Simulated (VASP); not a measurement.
Al8H: single point with PBE

The system is Al8H, a slab with vacuum.

```
Al H
1.0
     5.71352    0.00000    0.00000
     0.00000    8.08013    0.00000
     0.00000    0.00000   22.24328
Al H
16 2
Direct
  0.25000 0.25000 0.17983
  0.25000 0.75000 0.17983
  0.75000 0.25000 0.17983
  0.75000 0.75000 0.17983
  0.00000 0.00000 0.24405
  0.00000 0.50000 0.24405
  0.50000 0.00000 0.24405
  0.50000 0.50000 0.24405
  0.25000 0.25000 0.31026
  0.25000 0.75000 0.31026
  0.75000 0.25000 0.31026
  0.75000 0.75000 0.31026
  0.00000 0.00000 0.37060
  0.00000 0.50000 0.37060
  0.50000 0.00000 0.37060
  0.50000 0.50000 0.37060
  0.25000 0.17692 0.48749
  0.25000 0.32308 0.48749
```

* Program: VASP 6.6.1
* Task: single point
* Functional: PBE
* Potentials or basis: VASP PAW PBE potentials, release 64 (Al, H)
* Cutoff: 520 eV
* k mesh: 5 × 4 × 1
* Occupations: gaussian, width 0.1 eV
* Spin: no spin polarisation
* Dipole correction: yes
* Further INCAR settings: LREAL = Auto; ALGO = Normal; EDIFF = 1e-07; NBANDS = 40

| Item | Value |
| --- | --- |
| Largest force | 4.346 eV/Å |
| Band gap on the k mesh | zero (bands 25 and 26 overlap by 0.48 eV) |

Forces in eV/Å, atoms in the order of the input:
```
Al   0.000  0.000  0.214
Al   0.000  0.000  0.210
Al   0.000  0.000  0.184
Al   0.000  0.000  0.212
Al  -0.003 -0.001 -0.206
Al  -0.003  0.001 -0.206
Al   0.003 -0.001 -0.206
Al   0.003  0.001 -0.206
Al   0.000  0.000 -0.020
Al   0.000  0.000 -0.014
Al   0.000  0.000 -0.018
Al   0.000  0.000 -0.005
Al  -0.005 -0.004  0.029
Al  -0.005  0.004  0.029
Al   0.005 -0.004  0.029
Al   0.005  0.004  0.029
H    0.000  4.346 -0.027
H    0.000 -4.346 -0.027
```

Levels at points of the mesh, in eV from the Fermi level:
```tsv
k point	band 21	band 22	band 23	band 24	band 25	band 26	band 27	band 28	band 29	band 30
(0.00, 0.00, 0.00)	-1.63	-1.36	-0.82	-0.76	-0.54	-0.14	-0.14	0.21	1.00	1.25
(0.00, 0.50, 0.00)	-1.07	-0.95	-0.95	-0.88	-0.88	0.21	0.24	0.24	0.25	1.19
```

Wall time 16 min on 1 thread of Intel(R) Xeon(R) Platinum 8488C (Sapphire Rapids) (shared host), peak memory 0.89 GiB.
